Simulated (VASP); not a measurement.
Here is a VASP 6.6.1 calculation.

File INCAR:

```
SYSTEM = Yb
PREC = Accurate ; ENCUT = 520
EDIFF = 1E-6 ; ISMEAR = -1
SIGMA = 0.1 ; LREAL = .False.
LASPH = .True. ; NELM = 80
ALGO = Normal ; ISIF = 2
LWAVE = .False. ; LCHARG = .False.
GGA = PE ; NBANDS = 18
```

The input KPOINTS:

```
Automatic mesh
0
Gamma
  13 13 13
  0 0 0
```

File POSCAR:

```
Yb
1.0
    2.7784928773      0.0000000000      0.0000000000
    0.0000000000      2.7784928773      0.0000000000
    0.0000000000      0.0000000000      2.7784928773
Yb
1
Direct
    0.0000000000      0.0000000000      0.0000000000
```

Potentials or basis: VASP PAW PBE potentials, release 64 (Yb).

The run is started by

```console
$ cat potpaw_PBE.64/Yb/POTCAR > POTCAR
$ mpirun -np 1 vasp_std > vasp.out
```

Q: Estimate the band gap on the k mesh.

A: Zero (band 12 reaches 3.32 eV, above the bottom of band 13 at 2.98 eV).

Q: Predict the pressure.

A: 24.8 GPa.

Caveat: spin-orbit coupling is left out, which moves the levels of the heavy elements. Spin polarisation is off, so any magnetic state and its effect on volume and gap are missing.
